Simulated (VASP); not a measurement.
Wanted: the native input for a VASP 6.6.1 run.

| Property | Result |
| --- | --- |
| Task | single point |
| Functional | PBEsol |
| Potentials or basis | VASP PAW PBE potentials, release 64 (K_sv, Cl) |
| Cutoff | 520 eV |
| k mesh | 6 × 6 × 6 |
| Occupations | gaussian, width 0.05 eV |
| Spin | no spin polarisation |
| Dipole correction | no |
| Further INCAR settings | ALGO = Normal; EDIFF = 1e-06; NBANDS = 24 |

The structure of KCl lies in POSCAR:

```
KCl
1.0
    0.0000000000     -3.1207041401     -3.0479917336
   -3.1207041401      0.0000000000     -3.0479917336
    3.1207041401      3.1207041401     -6.0959834673
K Cl
2 2
Direct
    0.5000000000      0.5000000000      0.5000000000
    0.0000000000      1.0000000000      0.0000000000
    0.7609961857      0.7549528727      0.7500000000
    0.2390038143      0.2450471273      0.2500000000
```

This cell differs from its parent crystal: atoms displaced along a vibrational mode, the cell strained.

The input as run:

INCAR

```
SYSTEM = KCl
PREC     = Accurate       ! precision mode
ENCUT    = 520            ! plane-wave cutoff, eV
EDIFF    = 1E-6           ! SCF threshold, eV
ISMEAR   = 0              ! smearing method
SIGMA    = 0.05           ! smearing width, eV
LREAL    = .FALSE.        ! projectors in reciprocal space
LASPH    = .TRUE.         ! aspherical terms in the spheres
NELM     = 80             ! most SCF steps
ALGO     = Normal         ! electronic algorithm
ISIF     = 2              ! what is computed and relaxed
LWAVE    = .FALSE.        ! write WAVECAR
LCHARG   = .FALSE.        ! write CHGCAR
GGA      = PS             ! functional
NBANDS   = 24             ! bands
```

KPOINTS

```
regular mesh
0
G
  6 6 6
  0 0 0
```

Potentials or basis: VASP PAW PBE potentials, release 64 (K_sv, Cl).

Launch:

```console
$ cat potpaw_PBE.64/K_sv/POTCAR potpaw_PBE.64/Cl/POTCAR > POTCAR
$ mpirun -np 1 vasp_std > vasp.out
```

Results of the run:

| Item | Value |
| --- | --- |
| Pressure | 0.6 GPa |
| Largest force | 0.122 eV/Å |
| Band gap on the k mesh | 5.16 eV |

Caveat: the cell differs from its parent crystal (atoms displaced along a vibrational mode, the cell strained); the PAW data sets were made with another functional, which shifts forces and pressure a little.

It took 7.1 min on 1 thread of Intel Xeon 8259CL, with other jobs on the host, peak memory 0.4 GiB.
